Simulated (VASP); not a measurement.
A run of VASP 6.6.1 is set up as follows.

The input INCAR:

```
SYSTEM = AgRh
PREC = Accurate
ENCUT = 520
EDIFF = 1E-6
ISMEAR = -1
SIGMA = 0.05
LREAL = .False.
LASPH = .True.
NELM = 60
ALGO = Fast
ISIF = 2
LWAVE = .False.
LCHARG = .False.
NBANDS = 20
```

File KPOINTS:

```
regular mesh
0
Gamma
  11 11 6
  0 0 0
```

Contents of POSCAR:

```
AgRh
1.0
    2.7589461066      0.0000000000      0.0000000000
   -1.3794730533      2.3893174160      0.0000000000
    0.0000000000      0.0000000000      4.7763285309
Ag Rh
1 1
Direct
    0.0000000000      0.0000000000      0.5000000000
    0.6666666667      0.3333333333      0.0000000000
```

Potentials or basis: VASP PAW LDA potentials, release 64 (Ag, Rh_pv).

Run with:

```console
$ cat potpaw_LDA.64/Ag/POTCAR potpaw_LDA.64/Rh_pv/POTCAR > POTCAR
$ mpirun -np 1 vasp_std > vasp.out
```

**Question.** Predict the band gap on the k mesh.

**Answer.** Zero (band 13 reaches 9.97 eV, above the bottom of band 14 at 8.61 eV).

**Question.** What does it give for the pressure?

**Answer.** -12.6 GPa.

Stress tensor (GPa, compression positive):
```
-12.60   0.00   0.00
  0.00 -12.60   0.00
  0.00   0.00 -12.72
```
